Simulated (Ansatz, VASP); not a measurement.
**Li2ZrO2 in VASP and in Ansatz**

```
Li Zr O
1.0
    -1.59761    1.59761    5.53259
     1.59761   -1.59761    5.53259
     1.59761    1.59761   -5.53259
Li Zr O
2 1 2
Direct
  0.33364 0.33364 0.00000
  0.66636 0.66636 0.00000
  0.00000 0.00000 0.00000
  0.25000 0.75000 0.50000
  0.75000 0.25000 0.50000
```

Change from the starting cell: species swapped into the Ho2SbO2 type (I4/mmm, No. 139).

Alike in both runs: task single point; functional PBE; k mesh 8 × 8 × 8; occupations gaussian, width 0.1 eV; no spin polarisation.

```csv
,VASP,Ansatz
version,VASP 6.6.1,Ansatz 0.2.0
potentials or method,"VASP PAW PBE potentials, release 64 (Li_sv, Zr_sv, O), cutoff 520 eV","scalar-relativistic, plane waves, PAW"
valence electrons in the cell,30,30
```

```csv
,VASP,Ansatz,Ansatz less VASP
gap on the k mesh at the Fermi level (eV),none,none,-
rms of the force components (eV/Å),0.302,0.318,+0.0166
```

Atom by atom the forces differ by 0.017 eV/Å (rms over components). A gap of «none» marks a metal or a gap that the smearing closes.

Noted on VASP's run: the cutoff is short for stress, so the pressure is rough.
